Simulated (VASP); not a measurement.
# LaMn3 (Pm-3m) in VASP: a series of runs

The runs below take LaMn3 through single point, with PBE.

Program: VASP 6.6.1. These are calculated values, not measurements. Logs are shortened: lines on timing, memory, paths and dates and some standing lists are left out, and cuts for length are marked.

**1. The cell of the first run**

It takes space group Pm-3m (No. 221, cubic). The conventional cell has a = 4.192 Å, b = 4.192 Å, c = 4.192 Å, α = 90.00°, β = 90.00°, γ = 90.00°. Within 3.9 Å of La (site symmetry m-3m) lie 12 Mn at 2.96 Å. Mn (site symmetry 4/mmm) has 4 La at 2.96 Å and 8 Mn at 2.96 Å within 3.9 Å.

**2. Single point, PBE, collinear spin, ferromagnetic start (18.42 Å³/atom)**

Contents of INCAR:

```
PREC     = Accurate       # precision mode
ENCUT    = 520            # plane-wave cutoff, eV
EDIFF    = 1E-7           # SCF threshold, eV
ISMEAR   = 0              # smearing method
SIGMA    = 0.05           # smearing width, eV
LREAL    = False          # projectors in reciprocal space
LASPH    = True           # aspherical terms in the spheres
NELM     = 150            # most SCF steps
ALGO     = Normal         # electronic algorithm
ISIF     = 2              # what is computed and relaxed
LWAVE    = False          # write WAVECAR
LCHARG   = True           # write CHGCAR
ISPIN    = 2              # spin polarisation
MAGMOM   = 0 3.56 3.56 3.56 # initial moments
LORBIT   = 11             # projections on sites
LMAXMIX  = 6              # l up to which the mixer works
GGA      = PE             # functional
LELF     = True           # ELF
LVHAR    = True         
NBANDS   = 37             # bands
```

Contents of KPOINTS:

```
Automatic mesh
0
Gamma
  8 8 8
```

Contents of POSCAR:

```
LaMn3
1.0
    4.1923238042      0.0000000000      0.0000000000
    0.0000000000      4.1923238042      0.0000000000
    0.0000000000      0.0000000000      4.1923238042
La Mn
1 3
Direct
    0.0000000000      0.0000000000      0.0000000000
    0.0000000000      0.5000000000      0.5000000000
    0.5000000000      0.5000000000      0.0000000000
    0.5000000000      0.0000000000      0.5000000000
```

Potentials or basis: VASP PAW PBE potentials, release 64 (La, Mn_pv).

Started as:

```sh
$ cat potpaw_PBE.64/La/POTCAR potpaw_PBE.64/Mn_pv/POTCAR > POTCAR
$ mpirun -np 1 vasp_std > vasp.out
```

OUTCAR:

```text
PREC = Accurate
   ENCUT = 520
   EDIFF = 1E-7
   ISMEAR = 0
   LREAL = False
   LASPH = True
   NELM = 150
   ISIF = 2
   ISPIN = 2
   LORBIT = 11
   GGA = PE

 ion  position               nearest neighbor table
   1  0.000  0.000  0.000-   2 2.96   3 2.96   4 2.96   2 2.96   4 2.96   2 2.96   3 2.96   2 2.96
                             3 2.96   4 2.96   4 2.96   3 2.96
   2  0.000  0.500  0.500-   1 2.96   3 2.96   4 2.96   1 2.96   3 2.96   1 2.96   4 2.96   1 2.96
                             3 2.96   4 2.96   3 2.96   4 2.96
   3  0.500  0.500  0.000-   1 2.96   2 2.96   4 2.96   2 2.96   4 2.96   1 2.96   4 2.96   4 2.96
                             1 2.96   2 2.96   2 2.96   1 2.96
   4  0.500  0.000  0.500-   1 2.96   2 2.96   3 2.96   1 2.96   3 2.96   2 2.96   3 2.96   3 2.96
                             1 2.96   2 2.96   1 2.96   2 2.96

  LATTYP: Found a simple cubic cell.
 ALAT       =     4.1923238042

  Lattice vectors:

 A1 = (   4.1923238042,   0.0000000000,   0.0000000000)
 A2 = (   0.0000000000,   4.1923238042,   0.0000000000)
 A3 = (   0.0000000000,   0.0000000000,   4.1923238042)

Analysis of symmetry for initial positions (statically):
=====================================================================
 Subroutine PRICEL returns:
 Original cell was already a primitive cell.

 Routine SETGRP: Setting up the symmetry group for a
 simple cubic supercell.

 Subroutine GETGRP returns: Found 48 space group operations
 (whereof 48 operations were pure point group operations)
 out of a pool of 48 trial point group operations.

The static configuration has the point symmetry O_h .

Analysis of symmetry for dynamics (positions and initial velocities):
=====================================================================
 Subroutine PRICEL returns:
 Original cell was already a primitive cell.

 Routine SETGRP: Setting up the symmetry group for a
 simple cubic supercell.

 Subroutine GETGRP returns: Found 48 space group operations
 (whereof 48 operations were pure point group operations)
 out of a pool of 48 trial point group operations.

The dynamic configuration has the point symmetry O_h .

Analysis of structural, dynamic, and magnetic symmetry:
=====================================================================
 Subroutine PRICEL returns:
 Original cell was already a primitive cell.

 Routine SETGRP: Setting up the symmetry group for a
 simple cubic supercell.

 Subroutine GETGRP returns: Found 48 space group operations
 (whereof 48 operations were pure point group operations)
 out of a pool of 48 trial point group operations.

The overall configuration has the point symmetry O_h .

 Subroutine INISYM returns: Found 48 space group operations
 (whereof 48 operations are pure point group operations),
 and found     1 'primitive' translations

----------------------------------------------------------------------------------------

                                     Primitive cell

  volume of cell :      73.6825

  direct lattice vectors                    reciprocal lattice vectors
     4.192323804  0.000000000  0.000000000     0.238531193  0.000000000  0.000000000
     0.000000000  4.192323804  0.000000000     0.000000000  0.238531193  0.000000000
     0.000000000  0.000000000  4.192323804     0.000000000  0.000000000  0.238531193

  length of vectors
     4.192323804  4.192323804  4.192323804     0.238531193  0.238531193  0.238531193

  position of ions in fractional coordinates (direct lattice)
     0.000000000  0.000000000  0.000000000
     0.000000000  0.500000000  0.500000000
     0.500000000  0.500000000  0.000000000
     0.500000000  0.000000000  0.500000000

  ion indices of the primitive-cell ions
   primitive index   ion index
                 1           1
                 2           2
                 3           3
                 4           4

----------------------------------------------------------------------------------------

 KPOINTS: Automatic mesh

Automatic generation of k-mesh.
 Grid dimensions read from file:
 generate k-points for:    8    8    8

 Generating k-lattice:

  Cartesian coordinates                     Fractional coordinates (reciprocal lattice)
     0.029816399  0.000000000  0.000000000     0.125000000  0.000000000  0.000000000
     0.000000000  0.029816399  0.000000000     0.000000000  0.125000000  0.000000000
     0.000000000  0.000000000  0.029816399     0.000000000  0.000000000  0.125000000

  Length of vectors
     0.029816399  0.029816399  0.029816399

  Shift w.r.t. Gamma in fractional coordinates (k-lattice)
     0.000000000  0.000000000  0.000000000

 Subroutine IBZKPT returns following result:
 ===========================================

 Found     35 irreducible k-points:

 Following reciprocal coordinates:
            Coordinates               Weight
  0.000000  0.000000  0.000000      1.000000
  0.125000  0.000000  0.000000      6.000000
  0.250000  0.000000  0.000000      6.000000
  0.375000  0.000000  0.000000      6.000000
  0.500000  0.000000  0.000000      3.000000
  0.125000  0.125000  0.000000     12.000000
[... 16 lines left out ...]
  0.375000  0.375000  0.125000     24.000000
  0.500000  0.375000  0.125000     24.000000
 [... further k-points ...]
   k-points           NKPTS =     35   k-points in BZ     NKDIM =     35   number of bands    NBANDS=     37
   number of dos      NEDOS =    301   number of ions     NIONS =      4
   total plane-waves  NPLWV =  32768
   dimension x,y,z NGX =    32 NGY =   32 NGZ =   32
   dimension x,y,z NGXF=    64 NGYF=   64 NGZF=   64
   ions per type =               1   3
   NGX,Y,Z   is equivalent  to a cutoff of  12.69, 12.69, 12.69 a.u.
   NGXF,Y,Z  is equivalent  to a cutoff of  25.38, 25.38, 25.38 a.u.
 SYSTEM =  unknown system
   PREC   = accura    normal or accurate (medium, high low for compatibility)
   ISTART =      0    job   : 0-new  1-cont  2-samecut
   ICHARG =      2    charge: 1-file 2-atom 10-const
   ISPIN  =      2    spin polarized calculation?
   LNONCOLLINEAR =      F non collinear calculations
   LSORBIT =      F    spin-orbit coupling
   LASPH  =      T    aspherical Exc in radial PAW
   ENCUT  =  520.0 eV  38.22 Ry    6.18 a.u.   7.79  7.79  7.79*2*pi/ulx,y,z
   NELM   =    150;   NELMIN=  2; NELMDL= -5     # of ELM steps
   EDIFF  = 0.1E-06   stopping-criterion for ELM
   LREAL  =      F    real-space projection
   EDIFFG = 0.1E-05   stopping-criterion for IOM
   NSW    =      0    number of steps for IOM
   IBRION =     -1    ionic relax: 0-MD 1-quasi-New 2-CG
   NFREE  =      0    steps in history (QN), initial steepest desc. (CG)
   ISIF   =      2    stress and relaxation
   ISYM   =      2    0-nonsym 1-usesym 2-fastsym
   POTIM  = 0.5000    time-step for ionic-motion
   TEBEG  =    0.0;   TEEND  =   0.0 temperature during run
   PSTRESS=    0.0 pullay stress
   NELECT =      50.0000    total number of electrons
   NUPDOWN=      -1.0000    fix difference up-down
   EMIN   =  10.00;   EMAX   =-10.00  energy-range for DOS
   EFERMI =   0.00;   METHOD = LEGACY
   ISMEAR =     0;   SIGMA  =   0.05  broadening in eV -4-tet -1-fermi 0-gaus
   EFERMI_NEDOS =   21; number of points for ismear=-14 and -15
   IALGO  =     38    algorithm
   IMIX   =      4    mixing-type and parameters
     AMIX     =   0.40;   BMIX     =  1.00
     AMIX_MAG =   1.60;   BMIX_MAG =  1.00
  volume/ion in A,a.u.               =      18.42       124.31
  Fermi-wavevector in a.u.,A,eV,Ry     =   1.438611  2.718580 28.158635  2.069601
  Thomas-Fermi vector in A             =   2.557558
   LORBIT       =     11    0 simple, 1 ext, 2 COOP (PROOUT), +10 PAW based schemes
   GGA     = PE    functional components
   LHFCALC =     F    Hartree Fock is set to
   AEXX    =    0.0000 exact exchange contribution
   IVDW    =     0    specifies the selected vdW correction
   LEPSILON=     F    determine dielectric tensor
   LRPA    =     F    only Hartree local field effects (RPA)
 spin polarized calculation
 Gauss-broadening in eV      SIGMA  =   0.05
  energy-cutoff  :      520.00
  volume of cell :       73.68
 maximum number of plane-waves:      2008
 NGX is ok and might be reduce to    32
   NGX = 15   NGY = 15   NGZ = 15

 number of electron      50.0000000 magnetization      10.6800000

 number of electron      49.9999922 magnetization       9.6539876

 Free energy of the ion-electron system (eV)
  ---------------------------------------------------
  ext. energy  EPLUGINS =         0.00000000
  ---------------------------------------------------
  free energy    TOTEN  =       -29.96138762 eV

  energy without entropy =      -29.95606228  energy(sigma->0) =      -29.95872495

 E-fermi :   8.2783     XC(G=0): -11.4847

 val. band max:        8.2719330501   @ k =   0.2500   0.1250   0.1250
 cond. band min:       8.2886643996   @ k =   0.5000   0.5000   0.1250
 fundamental gap:      0.0167313494
 Fermi energy:         8.2783099130

 spin component 1

 k-point     1 :       0.0000    0.0000    0.0000
  band No.  band energies     occupation
      1     -41.1046      1.00000
      2     -41.1046      1.00000
      3     -41.1046      1.00000
      4     -41.0785      1.00000
      5     -41.0785      1.00000
      6     -41.0785      1.00000
[... 29 lines left out ...]
     36      11.3267      0.00000
     37      11.3267      0.00000

 k-point     2 :       0.1250    0.0000    0.0000
  band No.  band energies     occupation
      1     -41.1033      1.00000
      2     -41.1033      1.00000
      3     -41.1029      1.00000
      4     -41.0790      1.00000
      5     -41.0790      1.00000
      6     -41.0787      1.00000
[... 29 lines left out ...]
     36      11.3194      0.00000
     37      11.3194      0.00000
[... 838 lines left out ...]
     36      11.5983      0.00000
     37      11.7677      0.00000

 k-point    24 :       0.5000    0.3750    0.1250
  band No.  band energies     occupation
      1     -41.1160      1.00000
      2     -41.0976      1.00000
      3     -41.0974      1.00000
      4     -41.0740      1.00000
      5     -41.0720      1.00000
      6     -41.0542      1.00000
[... 29 lines left out ...]
     36      11.6302      0.00000
     37      11.7327      0.00000

 [... further k-points ...]

 spin component 2

 k-point     1 :       0.0000    0.0000    0.0000
  band No.  band energies     occupation
      1     -37.6962      1.00000
      2     -37.6962      1.00000
      3     -37.6962      1.00000
      4     -37.6695      1.00000
      5     -37.6695      1.00000
      6     -37.6695      1.00000
[... 29 lines left out ...]
     36      11.6041      0.00000
     37      12.4708      0.00000

 k-point     2 :       0.1250    0.0000    0.0000
  band No.  band energies     occupation
      1     -37.6948      1.00000
      2     -37.6948      1.00000
      3     -37.6948      1.00000
      4     -37.6701      1.00000
      5     -37.6701      1.00000
      6     -37.6697      1.00000
[... 29 lines left out ...]
     36      11.6428      0.00000
     37      12.1831      0.00000
[... 838 lines left out ...]
     36      11.8059      0.00000
     37      11.8667      0.00000

 k-point    24 :       0.5000    0.3750    0.1250
  band No.  band energies     occupation
      1     -37.7146      1.00000
      2     -37.6922      1.00000
      3     -37.6919      1.00000
      4     -37.6640      1.00000
      5     -37.6621      1.00000
      6     -37.6411      1.00000
[... 29 lines left out ...]
     36      11.7916      0.00000
     37      11.8734      0.00000

 [... further k-points ...]

------------------------ aborting loop because EDIFF is reached ----------------------------------------

  FORCE on cell =-STRESS in cart. coord.  units (eV):
  Direction    XX          YY          ZZ          XY          YZ          ZX
  --------------------------------------------------------------------------------------
  -------------------------------------------------------------------------------------
  Total       -0.2873566     -0.2873566     -0.2873566      0.0000000     -0.0000000      0.0000000
  in kB       -6.2483786     -6.2483786     -6.2483786      0.0000000     -0.0000000      0.0000000
  external PRESSURE =      -6.2483786 kB  Pullay stress =       0.0000000 kB

 VOLUME and BASIS-vectors are now :
 -----------------------------------------------------------------------------
  energy-cutoff  :      520.00
  volume of cell :       73.68
      direct lattice vectors                 reciprocal lattice vectors
     4.192323804  0.000000000  0.000000000     0.238531193  0.000000000  0.000000000
     0.000000000  4.192323804  0.000000000     0.000000000  0.238531193  0.000000000
     0.000000000  0.000000000  4.192323804     0.000000000  0.000000000  0.238531193

 POSITION                                       TOTAL-FORCE (eV/Angst)
 -----------------------------------------------------------------------------------
      0.00000      0.00000      0.00000         0.000000      0.000000      0.000000
      0.00000      2.09616      2.09616         0.000000      0.000000      0.000000
      2.09616      2.09616      0.00000         0.000000      0.000000      0.000000
      2.09616      0.00000      2.09616         0.000000      0.000000      0.000000
 -----------------------------------------------------------------------------------
    total drift:                                0.000000     -0.000000     -0.000000

  FREE ENERGIE OF THE ION-ELECTRON SYSTEM (eV)
  ---------------------------------------------------
  free  energy   TOTEN  =       -29.9613876153 eV

  energy  without entropy=      -29.9560622816  energy(sigma->0) =      -29.95872495

 total charge

# of ion       s       p       d       f       tot
--------------------------------------------------
    1        2.092   5.529   1.070   0.208   8.899
    2        0.330   6.178   5.023   0.000  11.531
    3        0.330   6.178   5.023   0.000  11.531
    4        0.330   6.178   5.023   0.000  11.531
--------------------------------------------------
tot          3.082  24.062  16.140   0.208  43.492

 magnetization (x)

# of ion       s       p       d       f       tot
--------------------------------------------------
    1       -0.019   0.044  -0.226  -0.011  -0.213
    2        0.008   0.002   3.222   0.000   3.232
    3        0.008   0.002   3.222   0.000   3.232
    4        0.008   0.002   3.222   0.000   3.232
--------------------------------------------------
tot          0.005   0.051   9.439  -0.011   9.483
```

Run time: 92 s. Hardware: 1 thread of Intel Xeon 6975P-C (Granite Rapids), shared host; peak memory 0.31 GiB.

Results:

```
Free energy                                           : -29.9614 eV
Pressure                                              : -0.6 GPa
Net moment                                            : 9.65 μB per cell
Site moments                                          : La -0.21; Mn +3.23 μB
Valence electrons inside the program's atomic spheres : La 8.90; Mn 11.53
```

Caveat: spin-orbit coupling is left out, which moves the levels of the heavy elements.

(Continued in part 2 of 2.)
